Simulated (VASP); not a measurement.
# NaF: single point with PBE

NaF:

```
Na F
1.0
     4.07114    0.00000    0.00000
    -2.03557    3.52571    0.00000
     0.00000    0.00000    4.55138
Na F
2 2
Direct
  0.33333 0.66667 0.93750
  0.66667 0.33333 0.43750
  0.33333 0.66667 0.43750
  0.66667 0.33333 0.93750
```

This cell differs from its parent crystal: biaxial xy strain +5.2%.

```json
{
  "Program": "VASP 6.6.1",
  "Task": "single point",
  "Functional": "PBE",
  "Potentials or basis": "VASP PAW PBE potentials, release 64 (Na_pv, F)",
  "Cutoff": "520 eV",
  "k mesh": "12 × 12 × 6",
  "Occupations": "fermi-dirac, width 0.02 eV",
  "Spin": "no spin polarisation",
  "Dipole correction": "no",
  "Further INCAR settings": "ALGO = Normal; EDIFF = 1e-06; NBANDS = 22"
}
```

```
Pressure               : -1.0 GPa
Band gap on the k mesh : 5.38 eV, direct
```

Stress tensor (GPa, compression positive):
```
-1.96  0.00  0.00
 0.00 -1.96  0.00
 0.00  0.00  0.83
```

Levels at points of the mesh, in eV from the valence-band top:
| k point | band 12 | band 13 | band 14 | band 15 | band 16 | band 17 |
| --- | --- | --- | --- | --- | --- | --- |
| (0.00, 0.00, 0.00) | -0.21 | -0.21 | 0.00 | 5.38 | 12.43 | 12.76 |
| (0.50, 0.00, 0.00) | -0.48 | -0.30 | -0.11 | 8.38 | 9.59 | 12.83 |
| (0.00, 0.00, 0.50) | -0.38 | -0.38 | -0.38 | 7.64 | 7.64 | 15.42 |
| (0.50, 0.00, 0.50) | -0.41 | -0.19 | -0.19 | 9.52 | 9.52 | 11.62 |

It took 84 s on 1 thread of Oxide Virtual Turin-like Processor, with other jobs on the host, peak memory 0.19 GiB.

Caveat: the cell differs from its parent crystal (biaxial xy strain +5.2%). A k mesh can miss the band edges.
